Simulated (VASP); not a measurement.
# SnS (Pnma) in VASP: electric field gradients with PBEsol

Aim: the electric field gradients of SnS with PBEsol.

Program: VASP 6.6.1. These are calculated values, not measurements. Logs are shortened: lines on timing, memory, paths and dates and some standing lists are left out, and cuts for length are marked.

## 1. The cell of the first run

Symmetry: Pnma, No. 62, orthorhombic system. The conventional cell has a = 11.320 Å, b = 4.050 Å, c = 4.242 Å, α = 90.00°, β = 90.00°, γ = 90.00°. Sn (site symmetry m) has 6 S at 2.64 to 3.42 Å and 2 Sn at 3.52 Å within 3.6 Å. Within 3.5 Å of S (site symmetry m) lie 6 Sn at 2.64 to 3.42 Å.

## 2. Electric field gradients, PBEsol

Contents of INCAR:

```
  PREC = Accurate
  ENCUT = 400
  EDIFF = 1E-8
  ISMEAR = -1
  SIGMA = 0.02
  LREAL = False
  LASPH = True
  NELM = 120
  ALGO = Normal
  ISIF = 2
  LWAVE = False
  LCHARG = False
  GGA = PS
  LEFG = True
  NBANDS = 50
  GGA_COMPAT = False
```

Contents of KPOINTS:

```
Automatic mesh
0
Gamma
  4 11 10
```

Contents of POSCAR:

```
SnS
1.0
   11.3200000000      0.0000000000      0.0000000000
    0.0000000000      4.0500000000      0.0000000000
    0.0000000000      0.0000000000      4.2420000000
Sn S
4 4
Direct
    0.1203544246      0.2500000000      0.1079622665
    0.3796455754      0.7500000000      0.6079622665
    0.6203544246      0.2500000000      0.3920377335
    0.8796455754      0.7500000000      0.8920377335
    0.8516662376      0.2500000000      0.4769495690
    0.6483337624      0.7500000000      0.9769495690
    0.3516662376      0.2500000000      0.0230504310
    0.1483337624      0.7500000000      0.5230504310
```

Potentials or basis: VASP PAW PBE potentials, release 64 (Sn_d, S).

Command:

```sh
cat potpaw_PBE.64/Sn_d/POTCAR potpaw_PBE.64/S/POTCAR > POTCAR
mpirun -np 1 vasp_std > vasp.out
```

OUTCAR:

```text
PREC = Accurate
   ENCUT = 400
   EDIFF = 1E-8
   ISMEAR = -1
   LREAL = False
   LASPH = True
   NELM = 120
   ISIF = 2
   GGA = PS

 ion  position               nearest neighbor table
   1  0.120  0.250  0.108-   7 2.64   8 2.70   8 2.70   8 3.22   8 3.22   4 3.52   4 3.52
   2  0.380  0.750  0.608-   8 2.64   7 2.70   7 2.70   7 3.22   7 3.22   3 3.52   3 3.52
   3  0.620  0.250  0.392-   5 2.64   6 2.70   6 2.70   6 3.22   6 3.22   2 3.52   2 3.52
   4  0.880  0.750  0.892-   6 2.64   5 2.70   5 2.70   5 3.22   5 3.22   1 3.52   1 3.52
   5  0.852  0.250  0.477-   3 2.64   4 2.70   4 2.70   4 3.22   4 3.22
   6  0.648  0.750  0.977-   4 2.64   3 2.70   3 2.70   3 3.22   3 3.22
   7  0.352  0.250  0.023-   1 2.64   2 2.70   2 2.70   2 3.22   2 3.22
   8  0.148  0.750  0.523-   2 2.64   1 2.70   1 2.70   1 3.22   1 3.22

  LATTYP: Found a simple orthorhombic cell.
 ALAT       =     4.0500000000
 B/A-ratio  =     1.0474074074
 C/A-ratio  =     2.7950617284

  Lattice vectors:

 A1 = (   0.0000000000,   4.0500000000,   0.0000000000)
 A2 = (   0.0000000000,   0.0000000000,   4.2420000000)
 A3 = (  11.3200000000,   0.0000000000,   0.0000000000)

Analysis of symmetry for initial positions (statically):
=====================================================================
 Subroutine PRICEL returns:
 Original cell was already a primitive cell.

 Routine SETGRP: Setting up the symmetry group for a
 simple orthorhombic supercell.

 Subroutine GETGRP returns: Found  8 space group operations
 (whereof  2 operations were pure point group operations)
 out of a pool of  8 trial point group operations.

The static configuration has the point symmetry S_2 .
 The point group associated with its full space group is D_2h.

Analysis of symmetry for dynamics (positions and initial velocities):
=====================================================================
 Subroutine PRICEL returns:
 Original cell was already a primitive cell.

 Routine SETGRP: Setting up the symmetry group for a
 simple orthorhombic supercell.

 Subroutine GETGRP returns: Found  8 space group operations
[... 1442 lines left out ...]

 [... further k-points ...]

------------------------ aborting loop because EDIFF is reached ----------------------------------------

  FORCE on cell =-STRESS in cart. coord.  units (eV):
  Direction    XX          YY          ZZ          XY          YZ          ZX
  --------------------------------------------------------------------------------------
  -------------------------------------------------------------------------------------
  Total       -2.3163790     -2.4092545     -1.6547157      0.0000000      0.0000000      0.0000000
  in kB      -19.0830632    -19.8482005    -13.6320711      0.0000000      0.0000000      0.0000000
  external PRESSURE =     -17.5211116 kB  Pullay stress =       0.0000000 kB

 VOLUME and BASIS-vectors are now :
 -----------------------------------------------------------------------------
  energy-cutoff  :      400.00
  volume of cell :      194.48
      direct lattice vectors                 reciprocal lattice vectors
    11.320000000  0.000000000  0.000000000     0.088339223  0.000000000  0.000000000
     0.000000000  4.050000000  0.000000000     0.000000000  0.246913580  0.000000000
     0.000000000  0.000000000  4.242000000     0.000000000  0.000000000  0.235737860

 POSITION                                       TOTAL-FORCE (eV/Angst)
 -----------------------------------------------------------------------------------
      1.36241      1.01250      0.45798         0.078039     -0.000000      0.038499
      4.29759      3.03750      2.57898        -0.078039     -0.000000      0.038499
      7.02241      1.01250      1.66302         0.078039      0.000000     -0.038499
      9.95759      3.03750      3.78402        -0.078039     -0.000000     -0.038499
      9.64086      1.01250      2.02322        -0.043859      0.000000      0.034318
      7.33914      3.03750      4.14422         0.043859      0.000000      0.034318
      3.98086      1.01250      0.09778        -0.043859      0.000000     -0.034318
      1.67914      3.03750      2.21878         0.043859      0.000000     -0.034318
 -----------------------------------------------------------------------------------
    total drift:                                0.000000     -0.000000     -0.000000

  FREE ENERGIE OF THE ION-ELECTRON SYSTEM (eV)
  ---------------------------------------------------
  free  energy   TOTEN  =       -38.3455013068 eV

  energy  without entropy=      -38.3455013067  energy(sigma->0) =      -38.34550131

 Electric field gradients (V/A^2)
---------------------------------------------------------------------
 ion       V_xx      V_yy      V_zz      V_xy      V_xz      V_yz
---------------------------------------------------------------------
   1     -67.603    35.156    32.446    -0.000   -68.475     0.000
   2     -67.603    35.156    32.446     0.000    68.475     0.000
   3     -67.603    35.156    32.446    -0.000    68.475     0.000
   4     -67.603    35.156    32.446    -0.000   -68.475    -0.000
   5      -9.887    15.190    -5.303    -0.000    19.727    -0.000
   6      -9.887    15.190    -5.303     0.000   -19.727    -0.000
   7      -9.887    15.190    -5.303    -0.000   -19.727     0.000
   8      -9.887    15.190    -5.303    -0.000    19.727     0.000
---------------------------------------------------------------------

 Electric field gradients after diagonalization (V/A^2)
 (convention: |V_zz| > |V_xx| > |V_yy|)
----------------------------------------------------------------------
 ion       V_xx      V_yy      V_zz     asymmetry (V_yy - V_xx)/ V_zz
----------------------------------------------------------------------
   1      67.224    35.156  -102.380       0.313
   2      67.224    35.156  -102.380       0.313
   3      67.224    35.156  -102.380       0.313
   4      67.224    35.156  -102.380       0.313
   5      15.190    12.264   -27.455       0.107
   6      15.190    12.264   -27.455       0.107
   7      15.190    12.264   -27.455       0.107
   8      15.190    12.264   -27.455       0.107
----------------------------------------------------------------------

           NMR quadrupolar parameters

 Cq : quadrupolar parameter    Cq=e*Q*V_zz/h
 eta: asymmetry parameters     (V_yy - V_xx)/ V_zz
 Q  : nuclear electric quadrupole moment in mb (millibarn)
----------------------------------------------------------------------
 ion       Cq(MHz)       eta       Q (mb)
----------------------------------------------------------------------
   1      -0.248       0.313       1.000
   2      -0.248       0.313       1.000
   3      -0.248       0.313       1.000
   4      -0.248       0.313       1.000
   5      -0.066       0.107       1.000
   6      -0.066       0.107       1.000
   7      -0.066       0.107       1.000
   8      -0.066       0.107       1.000
----------------------------------------------------------------------
```

Run time: 7 min. Hardware: 1 thread of AMD EPYC 9R45 (Zen 5), shared host; peak memory 0.56 GiB.

Results:

```yaml
Free_energy: -38.3455 eV
Pressure: -1.8 GPa
Largest_force: 0.087 eV/Å
Band_gap_on_the_k_mesh: 0.79 eV (least direct gap 1.09 eV)
Largest_electric_field_gradient_by_atom: Sn -102.4; S -27.5 V/Å²
```

Forces in eV/Å, atoms in the order of the input:
```
Sn   0.078  0.000  0.038
Sn  -0.078  0.000  0.038
Sn   0.078  0.000 -0.038
Sn  -0.078  0.000 -0.038
S   -0.044  0.000  0.034
S    0.044  0.000  0.034
S   -0.044  0.000 -0.034
S    0.044  0.000 -0.034
```

Electric field gradients, principal values (V/Å²):
```
atom   least  middle  greatest (by size)
1 Sn  35.156  67.224            -102.380
2 Sn  35.156  67.224            -102.380
3 Sn  35.156  67.224            -102.380
4 Sn  35.156  67.224            -102.380
 5 S  12.264  15.190             -27.455
 6 S  12.264  15.190             -27.455
 7 S  12.264  15.190             -27.455
 8 S  12.264  15.190             -27.455
```

Caveat: semilocal functionals underestimate gaps, and a narrow one can read as zero; without QUAD_EFG the Cq values of the log hold for a quadrupole moment of 1 mb, not for the nuclei; the PAW data sets were made with another functional, which shifts forces and pressure a little; spin-orbit coupling is left out, which moves the levels of the heavy elements. A k mesh can miss the band edges.
